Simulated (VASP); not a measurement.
# Zr (P6_3/mmc) in VASP: a series of runs, part 2 of 2

VASP 6.6.1. The steps go on from the part before.

**3. Single point, LDA**

This run uses another cell than the first one, of 21.83 Å³/atom.

Input file INCAR:

```
SYSTEM = Zr
ALGO     = Normal         ! electronic algorithm
EDIFF    = 1E-6           ! SCF threshold, eV
ENCUT    = 520            ! plane-wave cutoff, eV
ISIF     = 2              ! what is computed and relaxed
ISMEAR   = -1             ! smearing method
LASPH    = .TRUE.         ! aspherical terms in the spheres
LCHARG   = .TRUE.         ! write CHGCAR
LELF     = .TRUE.         ! ELF
LREAL    = .FALSE.        ! projectors in reciprocal space
LVHAR    = .TRUE.       
LWAVE    = .FALSE.        ! write WAVECAR
NBANDS   = 19             ! bands
NELM     = 60             ! most SCF steps
PREC     = Accurate       ! precision mode
SIGMA    = 0.15           ! smearing width, eV
```

Input file KPOINTS:

```
k-points
0
G
  12 12 8
  0 0 0
```

Input file POSCAR:

```
Zr
1.0
    3.1421410879      0.0000000028      0.0000000000
   -1.5710705464      2.7211740030      0.0000000000
    0.0000000000      0.0000000000      5.1064743966
Zr
2
Direct
    0.3333333333      0.6666666667      0.2500000000
    0.6666666667      0.3333333333      0.7500000000
```

Potentials or basis: VASP PAW LDA potentials, release 64 (Zr_sv).

The run is started by

```
$ cat potpaw_LDA.64/Zr_sv/POTCAR > POTCAR
$ mpirun -np 1 vasp_std > vasp.out
```

OUTCAR:

```text
SYSTEM = Zr
   EDIFF = 1E-6
   ENCUT = 520
   ISIF = 2
   ISMEAR = -1
   LASPH = .TRUE.
   LREAL = .FALSE.
   NELM = 60
   PREC = Accurate

 ion  position               nearest neighbor table
   1  0.333  0.667  0.250-   2 3.13   2 3.13   2 3.13   2 3.13   2 3.13   2 3.13
   2  0.667  0.333  0.750-   1 3.13   1 3.13   1 3.13   1 3.13   1 3.13   1 3.13

  LATTYP: Found a hexagonal cell.
 ALAT       =     3.1421410879
 C/A-ratio  =     1.6251575769

  Lattice vectors:

 A1 = (   3.1421410879,   0.0000000028,   0.0000000000)
 A2 = (  -1.5710705464,   2.7211740030,   0.0000000000)
 A3 = (   0.0000000000,   0.0000000000,   5.1064743966)

Analysis of symmetry for initial positions (statically):
=====================================================================
 Subroutine PRICEL returns:
 Original cell was already a primitive cell.

 Routine SETGRP: Setting up the symmetry group for a
 hexagonal supercell.

 Subroutine GETGRP returns: Found 24 space group operations
 (whereof 12 operations were pure point group operations)
 out of a pool of 24 trial point group operations.

The static configuration has the point symmetry D_3d.
 The point group associated with its full space group is D_6h.

Analysis of symmetry for dynamics (positions and initial velocities):
=====================================================================
 Subroutine PRICEL returns:
 Original cell was already a primitive cell.

 Routine SETGRP: Setting up the symmetry group for a
 hexagonal supercell.

 Subroutine GETGRP returns: Found 24 space group operations
 (whereof 12 operations were pure point group operations)
 out of a pool of 24 trial point group operations.

The dynamic configuration has the point symmetry D_3d.
 The point group associated with its full space group is D_6h.

 Subroutine INISYM returns: Found 24 space group operations
 (whereof 12 operations are pure point group operations),
 and found     1 'primitive' translations

[... 110 lines left out ...]
   EFERMI_NEDOS =   21; number of points for ismear=-14 and -15
   IALGO  =     38    algorithm
   IMIX   =      4    mixing-type and parameters
     AMIX     =   0.40;   BMIX     =  1.00
     AMIX_MAG =   1.60;   BMIX_MAG =  1.00
  volume/ion in A,a.u.               =      21.83       147.32
  Fermi-wavevector in a.u.,A,eV,Ry     =   1.341048  2.534213 24.468835  1.798409
  Thomas-Fermi vector in A             =   2.469312
   LORBIT       =      0    0 simple, 1 ext, 2 COOP (PROOUT), +10 PAW based schemes
   GGA     = CA    functional components
   LHFCALC =     F    Hartree Fock is set to
   AEXX    =    0.0000 exact exchange contribution
   IVDW    =     0    specifies the selected vdW correction
   LEPSILON=     F    determine dielectric tensor
   LRPA    =     F    only Hartree local field effects (RPA)
 non-spin polarized calculation
  energy-cutoff  :      520.00
  volume of cell :       43.66
 maximum number of plane-waves:      1189
 NGX is ok and might be reduce to    24
   NGX = 11   NGY = 11   NGZ = 19

 number of electron      23.9999999 magnetization

 Free energy of the ion-electron system (eV)
  ---------------------------------------------------
  ext. energy  EPLUGINS =         0.00000000
  ---------------------------------------------------
  free energy    TOTEN  =       -18.66252205 eV

  energy without entropy =      -18.49585815  energy(sigma->0) =      -18.57919010

 E-fermi :   9.4630     XC(G=0): -11.5892

 val. band max:        9.4605506382   @ k =   0.0833   0.0833   0.1250
 cond. band min:       9.4843642289   @ k =   0.0000   0.0000   0.5000
 fundamental gap:      0.0238135907
 Fermi energy:         9.4630316932

 k-point     1 :       0.0000    0.0000    0.0000
  band No.  band energies     occupation
      1     -38.9035      2.00000
      2     -38.7118      2.00000
      3     -17.6737      2.00000
      4     -16.6033      2.00000
      5     -16.6033      2.00000
      6     -16.4658      2.00000
[... 505 lines left out ...]
      6     -16.7987      2.00000
[... 11 lines left out ...]
     18      13.6233      0.00000
     19      14.9658      0.00000

 [... further k-points ...]

------------------------ aborting loop because EDIFF is reached ----------------------------------------

  FORCE on cell =-STRESS in cart. coord.  units (eV):
  Direction    XX          YY          ZZ          XY          YZ          ZX
  --------------------------------------------------------------------------------------
  -------------------------------------------------------------------------------------
  Total        0.0072844      0.0072844      0.0213850     -0.0000000      0.0000000      0.0000000
  in kB        0.2673008      0.2673008      0.7847247     -0.0000000      0.0000000      0.0000000
  external PRESSURE =       0.4397754 kB  Pullay stress =       0.0000000 kB

 VOLUME and BASIS-vectors are now :
 -----------------------------------------------------------------------------
  energy-cutoff  :      520.00
  volume of cell :       43.66
      direct lattice vectors                 reciprocal lattice vectors
     3.142141088  0.000000003  0.000000000     0.318254328  0.183744222  0.000000000
    -1.571070546  2.721174003  0.000000000    -0.000000000  0.367488444  0.000000000
     0.000000000  0.000000000  5.106474397     0.000000000  0.000000000  0.195829827

 POSITION                                       TOTAL-FORCE (eV/Angst)
 -----------------------------------------------------------------------------------
     -0.00000      1.81412      1.27662        -0.000000      0.000000      0.000000
      1.57107      0.90706      3.82986         0.000000     -0.000000      0.000000
 -----------------------------------------------------------------------------------
    total drift:                               -0.000000      0.000000     -0.000000

  FREE ENERGIE OF THE ION-ELECTRON SYSTEM (eV)
  ---------------------------------------------------
  free  energy   TOTEN  =       -18.6625220542 eV

  energy  without entropy=      -18.4958581463  energy(sigma->0) =      -18.57919010
```

OSZICAR:

```text
N       E                     dE             d eps       ncg     rms          rms(c)
DAV:   1     0.214263709088E+03    0.21426E+03   -0.13176E+04  3610   0.126E+03
DAV:   2    -0.289797814936E+01   -0.21716E+03   -0.21291E+03  4174   0.369E+02
DAV:   3    -0.189467706367E+02   -0.16049E+02   -0.15881E+02  6551   0.726E+01
DAV:   4    -0.193373719423E+02   -0.39060E+00   -0.39004E+00  4210   0.117E+01
DAV:   5    -0.193487764988E+02   -0.11405E-01   -0.11403E-01  5367   0.138E+00    0.163E+01
DAV:   6    -0.187715110474E+02    0.57727E+00   -0.85334E-01  3936   0.689E+00    0.664E+00
DAV:   7    -0.186595003783E+02    0.11201E+00   -0.54878E-01  5261   0.469E+00    0.108E+00
DAV:   8    -0.186623300720E+02   -0.28297E-02   -0.30075E-02  4748   0.143E+00    0.208E-01
DAV:   9    -0.186625304471E+02   -0.20038E-03   -0.95616E-04  4818   0.272E-01    0.244E-02
DAV:  10    -0.186625208265E+02    0.96205E-05   -0.34696E-05  5358   0.381E-02    0.207E-02
DAV:  11    -0.186625220968E+02   -0.12703E-05   -0.65716E-06  3949   0.278E-02    0.181E-03
DAV:  12    -0.186625220542E+02    0.42596E-07   -0.17680E-07  2243   0.316E-03
   1 F= -.18662522E+02 E0= -.18579190E+02  d E =-.166664E+00
```

It took 33 s on 1 thread of AMD EPYC 9R45 (Zen 5), shared host; peak memory 0.15 GiB.

Results:

```yaml
Free_energy: -18.6625 eV
Pressure: 0.0 GPa
Band_gap_on_the_k_mesh: zero (bands 12 and 13 overlap by 1.15 eV)
```

Levels at points of the mesh, in eV from the Fermi level:
```
           k point  band 10  band 11  band 12  band 13  band 14  band 15
(0.00, 0.00, 0.00)    -3.15     0.90     0.94     0.94     1.42     1.64
(0.50, 0.00, 0.00)    -2.53    -2.30     0.13     0.68     0.80     1.53
(0.00, 0.00, 0.50)    -3.93     0.02     0.02     0.87     0.87     0.87
(0.50, 0.00, 0.50)    -3.00    -1.19    -1.19     2.02     2.02     2.46
```

**4. Relaxation of cell and atoms, LDA**

This run uses another cell than the first one, of 21.80 Å³/atom.

Input file INCAR:

```
SYSTEM = Zr
PREC     = Accurate       ! precision mode
ENCUT    = 600            ! plane-wave cutoff, eV
EDIFF    = 1E-6           ! SCF threshold, eV
ISMEAR   = -1             ! smearing method
SIGMA    = 0.15           ! smearing width, eV
LREAL    = .FALSE.        ! projectors in reciprocal space
LASPH    = .TRUE.         ! aspherical terms in the spheres
NELM     = 100            ! most SCF steps
ALGO     = Fast           ! electronic algorithm
ISIF     = 3              ! what is computed and relaxed
LWAVE    = .FALSE.        ! write WAVECAR
LCHARG   = .FALSE.        ! write CHGCAR
IBRION   = 2              ! ionic algorithm
NSW      = 80             ! ionic steps
EDIFFG   = -0.001         ! ionic threshold
```

Input file KPOINTS:

```
Automatic mesh
0
G
  12 12 8
  0 0 0
```

Input file POSCAR:

```
Zr
1.0
    3.1539378947      0.0000000028      0.0000000000
   -1.5769689498      2.7313903374      0.0000000000
    0.0000000000      0.0000000000      5.0620998342
Zr
2
Direct
    0.3333333333      0.6666666667      0.2500000000
    0.6666666667      0.3333333333      0.7500000000
```

The run is started by

```
$ cat potpaw_LDA.64/Zr_sv/POTCAR > POTCAR
$ mpirun -np 1 vasp_std > vasp.out
```

Wall time 7 min (1 thread of AMD EPYC 9R45 (Zen 5), shared host); peak memory 0.18 GiB.

It converged, with:

```yaml
Free_energy: -18.6624 eV
Relaxed_volume: 21.84 Å³/atom
Relaxed_cell: a = 3.142 Å, b = 3.142 Å, c = 5.109 Å, α = 90.00°, β = 90.00°, γ = 120.00°
Space_group_after_relaxing_to_0.1_Å: P6_3/mmc (No. 194)
Energy_gained_by_relaxing: 0.7 meV/atom
Ionic_steps: 30
Pressure_after_relaxing: 0.0 GPa
Band_gap_on_the_k_mesh: zero (bands 12 and 13 overlap by 1.14 eV)
```

The path:
```tsv
step	energy change (eV)	largest force (eV/Å)	pressure (GPa)	volume (Å³)
1	0.0000	0.0000	0.36	43.61
2	-0.0007	0.0000	-0.46	43.92
3	-0.0008	0.0000	-0.35	43.85
4	-0.0013	0.0000	-0.08	43.71
5	-0.0013	0.0000	-0.02	43.69
6	-0.0013	0.0000	-0.01	43.69
7	-0.0013	0.0000	-0.03	43.70
8	-0.0013	0.0000	0.00	43.68
9	-0.0013	0.0000	0.01	43.69
10	-0.0013	0.0000	-0.03	43.70
11	-0.0013	0.0000	0.02	43.68
12	-0.0013	0.0000	0.00	43.68
13	-0.0013	0.0000	-0.01	43.68
14	-0.0013	0.0000	-0.03	43.68
15	-0.0013	0.0000	-0.02	43.68
16	-0.0013	0.0000	0.00	43.68
17	-0.0013	0.0000	0.01	43.68
18	-0.0013	0.0000	0.00	43.68
19	-0.0013	0.0000	0.00	43.68
20	-0.0013	0.0000	0.00	43.68
21	-0.0013	0.0000	-0.02	43.69
22	-0.0013	0.0000	-0.02	43.68
23	-0.0013	0.0000	-0.02	43.68
24	-0.0013	0.0000	-0.01	43.68
25	-0.0013	0.0000	0.00	43.68
26	-0.0013	0.0000	0.01	43.67
27	-0.0013	0.0000	0.03	43.68
28	-0.0013	0.0000	0.04	43.68
29	-0.0013	0.0000	0.01	43.68
30	-0.0013	0.0000	0.00	43.68
```

Final structure:
```yaml
crystal:
  lattice:
    - [3.14203, 0.00000, 0.00000]
    - [-1.57102, 2.72108, 0.00000]
    - [0.00000, 0.00000, 5.10937]
  atoms:
    - { symbol: Zr, position: [0.33333, 0.66667, 0.25000] }
    - { symbol: Zr, position: [0.66667, 0.33333, 0.75000] }
```

Levels at points of the mesh, in eV from the Fermi level:
```csv
k point,band 10,band 11,band 12,band 13,band 14,band 15
"(0.00, 0.00, 0.00)",-3.15,0.89,0.94,0.94,1.42,1.64
"(0.50, 0.00, 0.00)",-2.53,-2.30,0.13,0.69,0.80,1.53
"(0.00, 0.00, 0.50)",-3.93,0.02,0.02,0.88,0.88,0.88
"(0.50, 0.00, 0.50)",-3.00,-1.19,-1.19,2.02,2.02,2.46
```

**5. Overview**

```csv
task,cell,k mesh,cutoff (eV),smearing,gap on the mesh (eV),pressure (GPa)
single point,"a = 3.239, b = 3.239, c = 5.172 Å, angles 90.0, 90.0, 120.0°, 2 atoms",6 × 6 × 4,520,gaussian 0.1 eV,none,-7.0
single point,"a = 3.142, b = 3.142, c = 5.106 Å, angles 90.0, 90.0, 120.0°, 2 atoms",12 × 12 × 8,520,fermi-dirac 0.15 eV,none,0.0
relaxation of cell and atoms,"relaxed from a = 3.154, b = 3.154, c = 5.062 Å, angles 90.0, 90.0, 120.0°, 2 atoms",12 × 12 × 8,600,fermi-dirac 0.15 eV,none,0.0
```

Alike in all rows: level LDA; potentials or basis VASP PAW LDA potentials, release 64 (Zr_sv); no spin polarisation.

Caveats: some runs use coarse meshes.

Absolute energies hang on the potentials; compare differences alone.

The gap in the log of VASP goes by the Fermi energy; the results here count the filled bands.